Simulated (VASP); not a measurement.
Runs of VASP 6.6.1 on Sn. The structure is that of space group I4_1/amd (No. 141), or close to it. The cells are those of the table. 

| cell | gap on the mesh (eV) | pressure (GPa) |
| --- | --- | --- |
| a = 4.497, b = 4.497, c = 4.845 Å, angles 57.4, 57.4, 65.2°, 2 atoms | none | (a) |
| a = 4.674, b = 4.674, c = 4.446 Å, angles 61.6, 61.6, 56.8°, 2 atoms | none | 1.5 |
| a = 4.534, b = 4.534, c = 4.719 Å, angles 58.6, 58.6, 62.7°, 2 atoms | - | 1.5 |
| a = 4.771, b = 4.771, c = 4.319 Å, angles 63.1, 63.1, 53.8°, 2 atoms | none | 1.5 |
| a = 4.469, b = 4.469, c = 5.299 Å, angles 53.6, 53.6, 72.7°, 2 atoms | none | -1.2 |

Alike in all rows: task single point; level r2SCAN; potentials or basis VASP PAW PBE potentials, release 64 (Sn_d); no spin polarisation; k mesh 14 × 14 × 14; cutoff (eV) 520; smearing gaussian 0.15 eV.

Q: Fill in the values left out.

A: (a) 1.3.

Caveats: the PAW data sets were made with another functional, which shifts forces and pressure a little; spin-orbit coupling is left out, which moves the levels of the heavy elements.

A k mesh can miss the band edges, and the runs leave out spin-orbit coupling on Sn.

A gap of «none» marks levels without a gap at the run's occupations.
